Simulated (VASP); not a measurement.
Set up this calculation in VASP 6.6.1, as the native input.

```yaml
Task: single point
Functional: r2SCAN
Potentials_or_basis: VASP PAW PBE potentials, release 64 (Li_sv, H)
Cutoff: 520 eV
k_mesh: 10 × 10 × 10
Occupations: gaussian, width 0.01 eV
Spin: no spin polarisation
Dipole_correction: no
Further_INCAR_settings: ALGO = Normal; EDIFF = 1e-07; NBANDS = 9
```

Crystal: LiH.

```
CELL_PARAMETERS angstrom
0.00000 2.07112 2.07112
2.07112 0.00000 2.07112
2.07112 2.07112 0.00000
ATOMIC_POSITIONS crystal
Li 0.00000 0.00000 0.00000
H 0.25000 0.25000 0.25000
```

This cell differs from its parent crystal: strain -3.5%.

The input as run:

POSCAR

```
LiH
1.0
    0.0000000000      2.0711153005      2.0711153005
    2.0711153005      0.0000000000      2.0711153005
    2.0711153005      2.0711153005      0.0000000000
Li H
1 1
Direct
    0.0000000000      0.0000000000      0.0000000000
    0.2500000000      0.2500000000      0.2500000000
```

INCAR.step1

```
  ALGO = Normal
  EDIFF = 1E-4
  ENCUT = 520
  GGA = PE
  ISMEAR = 0
  LASPH = T
  LCHARG = F
  LREAL = F
  LWAVE = T
  NBANDS = 9
  NELM = 100
  PREC = Accurate
  SIGMA = 0.01
```

INCAR.step2

```
  ALGO = Normal
  EDIFF = 1E-7
  ENCUT = 520
  ISIF = 2
  ISMEAR = 0
  ISTART = 1
  LASPH = T
  LCHARG = F
  LMIXTAU = T
  LREAL = F
  LWAVE = F
  METAGGA = R2SCAN
  NBANDS = 9
  NELM = 100
  PREC = Accurate
  SIGMA = 0.01
```

KPOINTS

```
k-points
0
Gamma
  10 10 10
```

Potentials or basis: VASP PAW PBE potentials, release 64 (Li_sv, H).

Launch:

```console
$ cat potpaw_PBE.64/Li_sv/POTCAR potpaw_PBE.64/H/POTCAR > POTCAR
$ cp INCAR.step1 INCAR
$ mpirun -np 1 vasp_std > vasp.out
$ cp INCAR.step2 INCAR
$ mpirun -np 1 vasp_std > vasp.out
```

It gave:

```yaml
Band_gap_on_the_k_mesh: 4.97 eV, indirect (least direct gap 6.08 eV)
```

Caveat: the cell differs from its parent crystal (strain -3.5%).

Wall time 60 s on 1 thread of AMD EPYC 7R43 64-Core Processor (Zen 3) (shared host), peak memory 0.1 GiB.
